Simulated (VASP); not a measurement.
# CaO (Fm-3m) in VASP: settings compared

Aim: see how the results for CaO move with the level of theory and the settings. Levels: RPBE+D4, PBEsol. Tasks: single point, relaxation of cell and atoms.

Everything below comes from runs of VASP 6.6.1. Logs are shortened: lines on timing, memory, paths and dates and some standing lists are left out, and cuts for length are marked.

## (1) The cell of the first run

The structure is cubic, space group Fm-3m (No. 225). Conventional cell: a = 4.827 Å, b = 4.827 Å, c = 4.827 Å, α = 90.00°, β = 90.00°, γ = 90.00°. Within 3.2 Å of Ca (site symmetry m-3m) lie 6 O at 2.41 Å. Within 3.2 Å of O (site symmetry m-3m) lie 6 Ca at 2.41 Å.

## (2) Single point, RPBE+D4

INCAR

```
  PREC = Accurate
  ENCUT = 520
  EDIFF = 1E-6
  ISMEAR = -1
  SIGMA = 0.05
  LREAL = False
  LASPH = True
  NELM = 80
  ALGO = Normal
  ISIF = 2
  LWAVE = False
  LCHARG = False
  GGA = RP
  IVDW = 13
  NBANDS = 15
```

KPOINTS

```
Automatic mesh
0
Gamma
  10 10 10
```

POSCAR

```
CaO
1.0
    0.0000000000      2.4136746479      2.4136746479
    2.4136746479      0.0000000000      2.4136746479
    2.4136746479      2.4136746479      0.0000000000
Ca O
1 1
Direct
    0.0000000000      0.0000000000      0.0000000000
    0.5000000000      0.5000000000      0.5000000000
```

Potentials or basis: VASP PAW PBE potentials, release 64 (Ca_sv, O).

Run with:

```sh
cat potpaw_PBE.64/Ca_sv/POTCAR potpaw_PBE.64/O/POTCAR > POTCAR
mpirun -np 1 vasp_std > vasp.out
```

OUTCAR:

```text
PREC = Accurate
   ENCUT = 520
   EDIFF = 1E-6
   ISMEAR = -1
   LREAL = False
   LASPH = True
   NELM = 80
   ISIF = 2
   GGA = RP
   IVDW = 13

 ion  position               nearest neighbor table
   1  0.000  0.000  0.000-   2 2.41   2 2.41   2 2.41   2 2.41   2 2.41   2 2.41
   2  0.500  0.500  0.500-   1 2.41   1 2.41   1 2.41   1 2.41   1 2.41   1 2.41

  LATTYP: Found a face centered cubic cell.
 ALAT       =     4.8273492958

  Lattice vectors:

 A1 = (   0.0000000000,   2.4136746479,   2.4136746479)
 A2 = (   2.4136746479,   0.0000000000,   2.4136746479)
 A3 = (   2.4136746479,   2.4136746479,   0.0000000000)

Analysis of symmetry for initial positions (statically):
=====================================================================
 Subroutine PRICEL returns:
 Original cell was already a primitive cell.

 Routine SETGRP: Setting up the symmetry group for a
 face centered cubic supercell.

 Subroutine GETGRP returns: Found 48 space group operations
 (whereof 48 operations were pure point group operations)
 out of a pool of 48 trial point group operations.

The static configuration has the point symmetry O_h .

Analysis of symmetry for dynamics (positions and initial velocities):
=====================================================================
 Subroutine PRICEL returns:
 Original cell was already a primitive cell.

 Routine SETGRP: Setting up the symmetry group for a
 face centered cubic supercell.

 Subroutine GETGRP returns: Found 48 space group operations
 (whereof 48 operations were pure point group operations)
 out of a pool of 48 trial point group operations.

The dynamic configuration has the point symmetry O_h .

 Subroutine INISYM returns: Found 48 space group operations
 (whereof 48 operations are pure point group operations),
 and found     1 'primitive' translations

----------------------------------------------------------------------------------------

                                     Primitive cell

  volume of cell :      28.1233

  direct lattice vectors                    reciprocal lattice vectors
     0.000000000  2.413674648  2.413674648    -0.207153023  0.207153023  0.207153023
     2.413674648  0.000000000  2.413674648     0.207153023 -0.207153023  0.207153023
     2.413674648  2.413674648  0.000000000     0.207153023  0.207153023 -0.207153023

  length of vectors
     3.413451422  3.413451422  3.413451422     0.358799561  0.358799561  0.358799561

  position of ions in fractional coordinates (direct lattice)
     0.000000000  0.000000000  0.000000000
     0.500000000  0.500000000  0.500000000

  ion indices of the primitive-cell ions
   primitive index   ion index
                 1           1
[... 87 lines left out ...]
   EFERMI =   0.00;   METHOD = LEGACY
   ISMEAR =    -1;   SIGMA  =   0.05  broadening in eV -4-tet -1-fermi 0-gaus
   EFERMI_NEDOS =   21; number of points for ismear=-14 and -15
   IALGO  =     38    algorithm
   IMIX   =      4    mixing-type and parameters
     AMIX     =   0.40;   BMIX     =  1.00
     AMIX_MAG =   1.60;   BMIX_MAG =  1.00
  volume/ion in A,a.u.               =      14.06        94.89
  Fermi-wavevector in a.u.,A,eV,Ry     =   1.356520  2.563450 25.036701  1.840146
  Thomas-Fermi vector in A             =   2.483516
   LORBIT       =      0    0 simple, 1 ext, 2 COOP (PROOUT), +10 PAW based schemes
   GGA     = RP    functional components
   LHFCALC =     F    Hartree Fock is set to
   AEXX    =    0.0000 exact exchange contribution
   IVDW    =    13    specifies the selected vdW correction
   LEPSILON=     F    determine dielectric tensor
   LRPA    =     F    only Hartree local field effects (RPA)
 non-spin polarized calculation
  energy-cutoff  :      520.00
  volume of cell :       28.12
 maximum number of plane-waves:       769
 NGX is ok and might be reduce to    28
   NGX = 13   NGY = 13   NGZ = 13

 number of electron      15.9999999 magnetization

 Free energy of the ion-electron system (eV)
  ---------------------------------------------------
  ext. energy  EPLUGINS =         0.00000000
  ---------------------------------------------------
  free energy    TOTEN  =       -12.07951831 eV

  energy without entropy =      -12.07951831  energy(sigma->0) =      -12.07951831

 E-fermi :   3.4109     XC(G=0): -10.1395

 val. band max:        2.4543197208   @ k =   0.0000   0.0000   0.0000
 cond. band min:       6.2013887987   @ k =   0.5000   0.5000   0.0000
 fundamental gap:      3.7470690779
 Fermi energy:         3.4109268664

 k-point     1 :       0.0000    0.0000    0.0000
  band No.  band energies     occupation
      1     -35.3966      2.00000
      2     -16.1144      2.00000
      3     -16.1144      2.00000
      4     -16.1144      2.00000
      5     -13.1459      2.00000
      6       2.4543      2.00000
      7       2.4543      2.00000
      8       2.4543      2.00000
      9       7.2149      0.00000
     10       8.7094      0.00000
     11       8.7094      0.00000
     12       8.7094      0.00000
     13      10.1428      0.00000
     14      10.1428      0.00000
[... 401 lines left out ...]
      2     -16.7113      2.00000
      3     -16.2999      2.00000
      4     -16.2749      2.00000
      5     -12.6572      2.00000
      6       0.8096      2.00000
      7       1.9112      2.00000
      8       2.0074      2.00000
      9       6.8526      0.00000
     10      10.0791      0.00000
     11      11.1555      0.00000
     12      11.2505      0.00000
     13      11.3803      0.00000
     14      13.2172      0.00000
     15      18.0020      0.00000

 [... further k-points ...]

------------------------ aborting loop because EDIFF is reached ----------------------------------------

  DFT-D4 for vdW energy calculation

  Edisp (eV):   -0.63697

  FORCE on cell =-STRESS in cart. coord.  units (eV):
  Direction    XX          YY          ZZ          XY          YZ          ZX
  --------------------------------------------------------------------------------------
  -------------------------------------------------------------------------------------
  Total       0.10124     0.10124     0.10124     0.00000    -0.00000    -0.00000
  in kB       5.76748     5.76748     5.76748     0.00000    -0.00000    -0.00000
  external pressure =        5.77 kB  Pullay stress =        0.00 kB

 VOLUME and BASIS-vectors are now :
 -----------------------------------------------------------------------------
  energy-cutoff  :      520.00
  volume of cell :       28.12
      direct lattice vectors                 reciprocal lattice vectors
     0.000000000  2.413674648  2.413674648    -0.207153023  0.207153023  0.207153023
     2.413674648  0.000000000  2.413674648     0.207153023 -0.207153023  0.207153023
     2.413674648  2.413674648  0.000000000     0.207153023  0.207153023 -0.207153023

 POSITION                                       TOTAL-FORCE (eV/Angst)
 -----------------------------------------------------------------------------------
      0.00000      0.00000      0.00000         0.000000      0.000000      0.000000
      2.41367      2.41367      2.41367        -0.000000     -0.000000     -0.000000
 -----------------------------------------------------------------------------------
    total drift:                                0.000000      0.000000      0.000000

  FREE ENERGIE OF THE ION-ELECTRON SYSTEM (eV)
  ---------------------------------------------------
  free  energy   TOTEN  =       -12.7164924819 eV

  energy  without entropy=      -12.7164924818  energy(sigma->0) =      -12.71649248
```

Wall time 23 s (1 thread of Intel Xeon Platinum 8375C at 2.90GHz (Ice Lake), shared host); peak memory 0.17 GiB.

What came out:

- Free energy: -12.7165 eV
- Pressure: 0.6 GPa
- Band gap on the k mesh: 3.75 eV, indirect (least direct gap 4.12 eV)
- Dispersion energy per atom: -0.318 eV

Levels at points of the mesh, in eV from the valence-band top:
| k point | band 6 | band 7 | band 8 | band 9 | band 10 | band 11 |
| --- | --- | --- | --- | --- | --- | --- |
| (0.00, 0.00, 0.00) | 0.00 | 0.00 | 0.00 | 4.76 | 6.26 | 6.26 |
| (0.50, 0.00, 0.00) | -2.56 | -1.17 | -1.17 | 7.05 | 8.31 | 8.31 |
| (0.50, 0.50, 0.00) | -1.29 | -0.37 | -0.37 | 3.75 | 7.97 | 8.81 |

Caveat: the PAW data sets were made with another functional, which shifts forces and pressure a little.

## (3) Relaxation of cell and atoms, RPBE+D4

This run uses another cell than the first one, of 13.89 Å³/atom, 0.987 times its volume.

INCAR

```
SYSTEM = CaO
  ALGO = Normal
  EDIFF = 1E-7
  EDIFFG = -0.005
  ENCUT = 600
  GGA = RP
  IBRION = 2
  ISIF = 3
  ISMEAR = -1
  IVDW = 13
  LASPH = .True.
  LCHARG = .False.
  LREAL = .False.
  LWAVE = .False.
  NELM = 80
  NSW = 80
  PREC = Accurate
  SIGMA = 0.05
```

KPOINTS

```
k-points
0
Gamma
  10 10 10
  0 0 0
```

POSCAR

```
CaO
1.0
    0.0000000000      2.4035556960      2.4035556960
    2.4035556960      0.0000000000      2.4035556960
    2.4035556960      2.4035556960      0.0000000000
Ca O
1 1
Direct
    0.0000000000      0.0000000000      0.0000000000
    0.5000000000      0.5000000000      0.5000000000
```

Potentials or basis: VASP PAW PBE potentials, release 64 (Ca_sv, O).

Run with:

```sh
cat potpaw_PBE.64/Ca_sv/POTCAR potpaw_PBE.64/O/POTCAR > POTCAR
mpirun -np 1 vasp_std > vasp.out
```

Wall time 42 s (1 thread of Intel Xeon Platinum 8375C at 2.90GHz (Ice Lake), shared host); peak memory 0.18 GiB.

Results (log left out):

```yaml
Free_energy: -12.7192 eV
Relaxed_volume: 14.13 Å³/atom
Relaxed_cell: a = 3.419 Å, b = 3.419 Å, c = 3.419 Å, α = 60.00°, β = 60.00°, γ = 60.00°
Space_group_after_relaxing_to_0.05_Å: Fm-3m (No. 225)
Energy_gained_by_relaxing: 1.3 meV/atom
Ionic_steps: 3
Pressure_after_relaxing: 0.0 GPa
Band_gap_on_the_k_mesh: 3.75 eV, indirect (least direct gap 4.12 eV)
Dispersion_energy_per_atom: -0.317 eV
```

The path:
```csv
step,energy change (eV),largest force (eV/Å),pressure (GPa),volume (Å³)
1,0.0000,0.0000,1.81,27.77
2,-0.0024,0.0000,-0.53,28.41
3,-0.0027,0.0000,0.01,28.25
```

Final structure:
```
CELL_PARAMETERS angstrom
0.00000 2.41743 2.41743
2.41743 0.00000 2.41743
2.41743 2.41743 0.00000
ATOMIC_POSITIONS crystal
Ca 0.00000 0.00000 0.00000
O 0.50000 0.50000 0.50000
```

Levels at points of the mesh, in eV from the valence-band top:
```csv
k point,band 5,band 6,band 7,band 8,band 9,band 10,band 11,band 12
"(0.00, 0.00, 0.00)",-15.59,0.00,0.00,0.00,4.72,6.24,6.24,6.24
"(0.50, 0.00, 0.00)",-14.49,-2.55,-1.16,-1.16,7.03,8.28,8.28,8.52
"(0.50, 0.50, 0.00)",-15.36,-1.29,-0.37,-0.37,3.75,7.94,8.78,9.41
```

Caveat: the PAW data sets were made with another functional, which shifts forces and pressure a little.

(Part 1 of 2 ends here.)
